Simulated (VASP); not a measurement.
# SiO2 (I-42d) in VASP: further runs, part 2 of 2

VASP 6.6.1.

### 4 Single point, PBEsol

The input, INCAR:

```
ALGO = Normal
EDIFF = 1E-7
ENCUT = 520
GGA = PS
ISIF = 2
ISMEAR = 0
LASPH = T
LCHARG = T
LELF = T
LREAL = F
LVHAR = T
LWAVE = F
NBANDS = 25
NELM = 100
PREC = Accurate
SIGMA = 0.01
```

The input, KPOINTS:

```
k-points
0
Gamma
  6 6 6
```

The input, POSCAR:

```
SiO2
1.0
    5.0288930000      0.0000000000      0.0000000000
    0.5459076097      4.9991749006      0.0000000000
   -2.7874003999     -2.4995875355      3.3574135832
Si O
2 4
Direct
    0.0000000000      0.0000000000      0.0000000000
    0.7500000000      0.2500000000      0.5000000000
    0.9983800000      0.6250000000      0.8733800000
    0.3750000000      0.2483800000      0.3733800000
    0.7516200000      0.1250000000      0.1266200000
    0.8750000000      0.0016200000      0.6266200000
```

Potentials or basis: VASP PAW PBE potentials, release 64 (Si, O).

The run is started by

```
$ cat potpaw_PBE.64/Si/POTCAR potpaw_PBE.64/O/POTCAR > POTCAR
$ mpirun -np 1 vasp_std > vasp.out
```

OUTCAR:

```text
EDIFF = 1E-7
   ENCUT = 520
   GGA = PS
   ISIF = 2
   ISMEAR = 0
   LASPH = T
   LREAL = F
   NELM = 100
   PREC = Accurate

 ion  position               nearest neighbor table
   1  0.000  0.000  0.000-   4 1.62   3 1.62   6 1.62   5 1.62   2 3.02   2 3.02   2 3.02   2 3.02

   2  0.750  0.250  0.500-   3 1.62   4 1.62   5 1.62   6 1.62   1 3.02   1 3.02   1 3.02   1 3.02

   3  0.998  0.625  0.873-   2 1.62   1 1.62
   4  0.375  0.248  0.373-   1 1.62   2 1.62
   5  0.752  0.125  0.127-   2 1.62   1 1.62
   6  0.875  0.002  0.627-   1 1.62   2 1.62

  LATTYP: Found a body centered tetragonal cell.
 ALAT       =     4.7480999245
 C/A-ratio  =     1.5770520043

  Lattice vectors:

 A1 = (   5.0288930000,   0.0000000000,   0.0000000000)
 A2 = (   0.5459076097,   4.9991749006,   0.0000000000)
 A3 = (  -2.7874003999,  -2.4995875355,   3.3574135832)

Analysis of symmetry for initial positions (statically):
=====================================================================
 Subroutine PRICEL returns:
 Original cell was already a primitive cell.

 Routine SETGRP: Setting up the symmetry group for a
 body centered tetragonal supercell.

 Subroutine GETGRP returns: Found  8 space group operations
 (whereof  4 operations were pure point group operations)
 out of a pool of 16 trial point group operations.

The static configuration has the point symmetry S_4 .
 The point group associated with its full space group is D_2d.

Analysis of symmetry for dynamics (positions and initial velocities):
=====================================================================
 Subroutine PRICEL returns:
 Original cell was already a primitive cell.

 Routine SETGRP: Setting up the symmetry group for a
 body centered tetragonal supercell.

[... 132 lines left out ...]
     AMIX     =   0.40;   BMIX     =  1.00
     AMIX_MAG =   1.60;   BMIX_MAG =  1.00
  volume/ion in A,a.u.               =      14.07        94.93
  Fermi-wavevector in a.u.,A,eV,Ry     =   1.184858  2.239057 19.101062  1.403888
  Thomas-Fermi vector in A             =   2.321064
   LORBIT       =      0    0 simple, 1 ext, 2 COOP (PROOUT), +10 PAW based schemes
   GGA     = PS    functional components
   LHFCALC =     F    Hartree Fock is set to
   AEXX    =    0.0000 exact exchange contribution
   IVDW    =     0    specifies the selected vdW correction
   LEPSILON=     F    determine dielectric tensor
   LRPA    =     F    only Hartree local field effects (RPA)
 non-spin polarized calculation
 Gauss-broadening in eV      SIGMA  =   0.01
  energy-cutoff  :      520.00
  volume of cell :       84.41
 maximum number of plane-waves:      2317
 NGX is ok and might be reduce to    40
   NGX = 19   NGY = 19   NGZ = 19

 number of electron      32.0000012 magnetization

 Free energy of the ion-electron system (eV)
  ---------------------------------------------------
  ext. energy  EPLUGINS =         0.00000000
  ---------------------------------------------------
  free energy    TOTEN  =       -49.29778479 eV

  energy without entropy =      -49.29778479  energy(sigma->0) =      -49.29778479

 E-fermi :  -0.1467     XC(G=0):  -8.7112

 val. band max:       -0.1982992274   @ k =   0.0000   0.0000   0.0000
 cond. band min:       5.7745429755   @ k =   0.0000   0.0000   0.0000
 fundamental gap:      5.9728422028
 Fermi energy:        -0.1467433841

 k-point     1 :       0.0000    0.0000    0.0000
  band No.  band energies     occupation
      1     -19.2425      2.00000
      2     -17.0966      2.00000
      3     -17.0760      2.00000
      4     -17.0760      2.00000
      5      -9.0178      2.00000
      6      -5.4897      2.00000
[... 661 lines left out ...]
     24      13.2580      0.00000
     25      13.8574      0.00000

 [... further k-points ...]

------------------------ aborting loop because EDIFF is reached ----------------------------------------

  FORCE on cell =-STRESS in cart. coord.  units (eV):
  Direction    XX          YY          ZZ          XY          YZ          ZX
  --------------------------------------------------------------------------------------
  -------------------------------------------------------------------------------------
  Total        0.6435705      0.7542041      1.2084645     -0.5065659     -0.0000000     -0.0000000
  in kB       12.2160604     14.3160725     22.9387051     -9.6154804     -0.0000006     -0.0000006
  external PRESSURE =      16.4902793 kB  Pullay stress =       0.0000000 kB

 VOLUME and BASIS-vectors are now :
 -----------------------------------------------------------------------------
  energy-cutoff  :      520.00
  volume of cell :       84.41
      direct lattice vectors                 reciprocal lattice vectors
     5.028893000  0.000000000  0.000000000     0.198850920 -0.021714429  0.148924166
     0.545907610  4.999174901  0.000000000     0.000000000  0.200033009  0.148924166
    -2.787400400 -2.499587535  3.357413583     0.000000000  0.000000000  0.297848321

 POSITION                                       TOTAL-FORCE (eV/Angst)
 -----------------------------------------------------------------------------------
      0.00000      0.00000      0.00000         0.000000      0.000000      0.000000
      2.51445     -0.00000      1.67871        -0.000000     -0.000000      0.000000
      2.92748      0.94139      2.93230         0.012445     -0.013877      0.018640
      0.98067      0.30840      1.25359        -0.012445      0.013877      0.018640
      3.49511      0.30840      0.42512        -0.012445      0.013877     -0.018640
      2.65452     -1.55819      2.10382         0.012445     -0.013877     -0.018640
 -----------------------------------------------------------------------------------
    total drift:                                0.000010      0.000009      0.000013

  FREE ENERGIE OF THE ION-ELECTRON SYSTEM (eV)
  ---------------------------------------------------
  free  energy   TOTEN  =       -49.2977847927 eV

  energy  without entropy=      -49.2977847927  energy(sigma->0) =      -49.29778479
```

Run time: 70 s. Hardware: 1 thread of Intel Xeon 6975P-C, shared host; peak memory 0.25 GiB.

Results:

```
Free energy            : -49.2978 eV
Pressure               : 1.6 GPa
Largest force          : 0.026 eV/Å
Band gap on the k mesh : 5.97 eV, direct
```

Forces in eV/Å, atoms in the order of the input:
```
Si   0.000  0.000  0.000
Si   0.000  0.000  0.000
O    0.012 -0.014  0.019
O   -0.012  0.014  0.019
O   -0.012  0.014 -0.019
O    0.012 -0.014 -0.019
```

Stress tensor (GPa, compression positive):
```
 1.22 -0.96  0.00
-0.96  1.43  0.00
 0.00  0.00  2.29
```

Caveat: the PAW data sets were made with another functional, which shifts forces and pressure a little.

### 5 Single point, PBEsol

The input, INCAR:

```
ALGO = Normal
EDIFF = 1E-7
ENCUT = 520
GGA = PS
ISIF = 2
ISMEAR = 0
LASPH = T
LCHARG = F
LREAL = F
LWAVE = F
NBANDS = 25
NELM = 60
PREC = Accurate
SIGMA = 0.01
```

The input, KPOINTS:

```
k-points
0
Gamma
  8 8 8
```

POSCAR is that of step 4.

Potentials or basis: VASP PAW PBE potentials, release 64 (Si, O).

The run is started by

```
$ cat potpaw_PBE.64/Si/POTCAR potpaw_PBE.64/O/POTCAR > POTCAR
$ mpirun -np 1 vasp_std > vasp.out
```

OUTCAR:

```text
EDIFF = 1E-7
   ENCUT = 520
   GGA = PS
   ISIF = 2
   ISMEAR = 0
   LASPH = T
   LREAL = F
   NELM = 60
   PREC = Accurate

 ion  position               nearest neighbor table
   1  0.000  0.000  0.000-   4 1.62   3 1.62   6 1.62   5 1.62   2 3.02   2 3.02   2 3.02   2 3.02

   2  0.750  0.250  0.500-   3 1.62   4 1.62   5 1.62   6 1.62   1 3.02   1 3.02   1 3.02   1 3.02

   3  0.998  0.625  0.873-   2 1.62   1 1.62
   4  0.375  0.248  0.373-   1 1.62   2 1.62
   5  0.752  0.125  0.127-   2 1.62   1 1.62
   6  0.875  0.002  0.627-   1 1.62   2 1.62

  LATTYP: Found a body centered tetragonal cell.
 ALAT       =     4.7480999245
 C/A-ratio  =     1.5770520043

  Lattice vectors:

 A1 = (   5.0288930000,   0.0000000000,   0.0000000000)
 A2 = (   0.5459076097,   4.9991749006,   0.0000000000)
 A3 = (  -2.7874003999,  -2.4995875355,   3.3574135832)

Analysis of symmetry for initial positions (statically):
=====================================================================
 Subroutine PRICEL returns:
 Original cell was already a primitive cell.

 Routine SETGRP: Setting up the symmetry group for a
 body centered tetragonal supercell.

 Subroutine GETGRP returns: Found  8 space group operations
 (whereof  4 operations were pure point group operations)
 out of a pool of 16 trial point group operations.

The static configuration has the point symmetry S_4 .
 The point group associated with its full space group is D_2d.

Analysis of symmetry for dynamics (positions and initial velocities):
=====================================================================
 Subroutine PRICEL returns:
 Original cell was already a primitive cell.

 Routine SETGRP: Setting up the symmetry group for a
 body centered tetragonal supercell.

[... 132 lines left out ...]
     AMIX     =   0.40;   BMIX     =  1.00
     AMIX_MAG =   1.60;   BMIX_MAG =  1.00
  volume/ion in A,a.u.               =      14.07        94.93
  Fermi-wavevector in a.u.,A,eV,Ry     =   1.184858  2.239057 19.101062  1.403888
  Thomas-Fermi vector in A             =   2.321064
   LORBIT       =      0    0 simple, 1 ext, 2 COOP (PROOUT), +10 PAW based schemes
   GGA     = PS    functional components
   LHFCALC =     F    Hartree Fock is set to
   AEXX    =    0.0000 exact exchange contribution
   IVDW    =     0    specifies the selected vdW correction
   LEPSILON=     F    determine dielectric tensor
   LRPA    =     F    only Hartree local field effects (RPA)
 non-spin polarized calculation
 Gauss-broadening in eV      SIGMA  =   0.01
  energy-cutoff  :      520.00
  volume of cell :       84.41
 maximum number of plane-waves:      2317
 NGX is ok and might be reduce to    40
   NGX = 19   NGY = 19   NGZ = 19

 number of electron      32.0000012 magnetization

 Free energy of the ion-electron system (eV)
  ---------------------------------------------------
  ext. energy  EPLUGINS =         0.00000000
  ---------------------------------------------------
  free energy    TOTEN  =       -49.29781532 eV

  energy without entropy =      -49.29781532  energy(sigma->0) =      -49.29781532

 E-fermi :  -0.0815     XC(G=0):  -8.7112

 val. band max:       -0.1982998721   @ k =   0.0000   0.0000   0.0000
 cond. band min:       5.7745428309   @ k =   0.0000   0.0000   0.0000
 fundamental gap:      5.9728427030
 Fermi energy:        -0.0814628691

 k-point     1 :       0.0000    0.0000    0.0000
  band No.  band energies     occupation
      1     -19.2425      2.00000
      2     -17.0966      2.00000
      3     -17.0760      2.00000
      4     -17.0760      2.00000
      5      -9.0178      2.00000
      6      -5.4897      2.00000
[... 661 lines left out ...]
     24      12.8067      0.00000
     25      13.6493      0.00000

 [... further k-points ...]

------------------------ aborting loop because EDIFF is reached ----------------------------------------

  FORCE on cell =-STRESS in cart. coord.  units (eV):
  Direction    XX          YY          ZZ          XY          YZ          ZX
  --------------------------------------------------------------------------------------
  -------------------------------------------------------------------------------------
  Total        0.6434109      0.7540369      1.2082666     -0.5065316     -0.0000000     -0.0000000
  in kB       12.2130301     14.3129000     22.9349488     -9.6148293     -0.0000006     -0.0000006
  external PRESSURE =      16.4869596 kB  Pullay stress =       0.0000000 kB

 VOLUME and BASIS-vectors are now :
 -----------------------------------------------------------------------------
  energy-cutoff  :      520.00
  volume of cell :       84.41
      direct lattice vectors                 reciprocal lattice vectors
     5.028893000  0.000000000  0.000000000     0.198850920 -0.021714429  0.148924166
     0.545907610  4.999174901  0.000000000     0.000000000  0.200033009  0.148924166
    -2.787400400 -2.499587535  3.357413583     0.000000000  0.000000000  0.297848321

 POSITION                                       TOTAL-FORCE (eV/Angst)
 -----------------------------------------------------------------------------------
      0.00000      0.00000      0.00000        -0.000000      0.000000      0.000000
      2.51445     -0.00000      1.67871        -0.000000      0.000000      0.000000
      2.92748      0.94139      2.93230         0.012445     -0.013878      0.018641
      0.98067      0.30840      1.25359        -0.012445      0.013878      0.018641
      3.49511      0.30840      0.42512        -0.012445      0.013878     -0.018641
      2.65452     -1.55819      2.10382         0.012445     -0.013878     -0.018641
 -----------------------------------------------------------------------------------
    total drift:                                0.000010      0.000009      0.000013

  FREE ENERGIE OF THE ION-ELECTRON SYSTEM (eV)
  ---------------------------------------------------
  free  energy   TOTEN  =       -49.2978153219 eV

  energy  without entropy=      -49.2978153219  energy(sigma->0) =      -49.29781532
```

OSZICAR:

```text
N       E                     dE             d eps       ncg     rms          rms(c)
DAV:   1     0.166926519130E+03    0.16693E+03   -0.16162E+04  2950   0.114E+03
DAV:   2    -0.437986649837E+02   -0.21073E+03   -0.20225E+03  3896   0.273E+02
DAV:   3    -0.549671761088E+02   -0.11169E+02   -0.11118E+02  3949   0.641E+01
DAV:   4    -0.550745022225E+02   -0.10733E+00   -0.10727E+00  3548   0.712E+00
DAV:   5    -0.550757850576E+02   -0.12828E-02   -0.12825E-02  3939   0.769E-01    0.200E+01
DAV:   6    -0.493538148348E+02    0.57220E+01   -0.17642E+01  3610   0.266E+01    0.102E+01
DAV:   7    -0.493159703010E+02    0.37845E-01   -0.60934E-01  3696   0.428E+00    0.361E+00
DAV:   8    -0.492927191520E+02    0.23251E-01   -0.34429E-02  3712   0.157E+00    0.130E+00
DAV:   9    -0.492960459084E+02   -0.33268E-02   -0.15113E-02  3281   0.927E-01    0.270E-01
DAV:  10    -0.492977501094E+02   -0.17042E-02   -0.21867E-03  3634   0.269E-01    0.780E-02
DAV:  11    -0.492978100799E+02   -0.59970E-04   -0.53659E-04  3721   0.160E-01    0.243E-02
DAV:  12    -0.492978120399E+02   -0.19600E-05   -0.33435E-05  3731   0.380E-02    0.137E-02
DAV:  13    -0.492978150415E+02   -0.30017E-05   -0.62273E-06  3423   0.155E-02    0.393E-03
DAV:  14    -0.492978153032E+02   -0.26163E-06   -0.36080E-07  3361   0.404E-03    0.130E-03
DAV:  15    -0.492978153219E+02   -0.18731E-07   -0.38850E-08  2567   0.131E-03
   1 F= -.49297815E+02 E0= -.49297815E+02  d E =-.114280E-63
```

Run time: 2.1 min. Hardware: 1 thread of Intel Xeon 6975P-C, shared host; peak memory 0.28 GiB.

Results:

* Free energy: -49.2978 eV
* Pressure: 1.6 GPa
* Largest force: 0.026 eV/Å
* Band gap on the k mesh: 5.97 eV, direct

Forces in eV/Å, atoms in the order of the input:
```
Si   0.000  0.000  0.000
Si   0.000  0.000  0.000
O    0.012 -0.014  0.019
O   -0.012  0.014  0.019
O   -0.012  0.014 -0.019
O    0.012 -0.014 -0.019
```

Caveat: the PAW data sets were made with another functional, which shifts forces and pressure a little. A k mesh can miss the band edges.

### 6 Summary

```csv
k mesh,gap on the mesh (eV),pressure (GPa),largest force (eV/Å)
2 × 2 × 2,5.97,1.6,0.03
4 × 4 × 4,5.97,1.6,0.03
6 × 6 × 6,5.97,1.6,0.03
8 × 8 × 8,5.97,1.6,0.03
```

Alike in all rows: task single point; level PBEsol; potentials or basis VASP PAW PBE potentials, release 64 (Si, O); no spin polarisation; cell as given; cutoff (eV) 520; smearing gaussian 0.01 eV.

Caveats: some runs use coarse meshes; the PAW data sets were made with another functional, which shifts forces and pressure a little.

Total energies depend on the potentials used, so only differences within one code and one set of settings carry meaning.
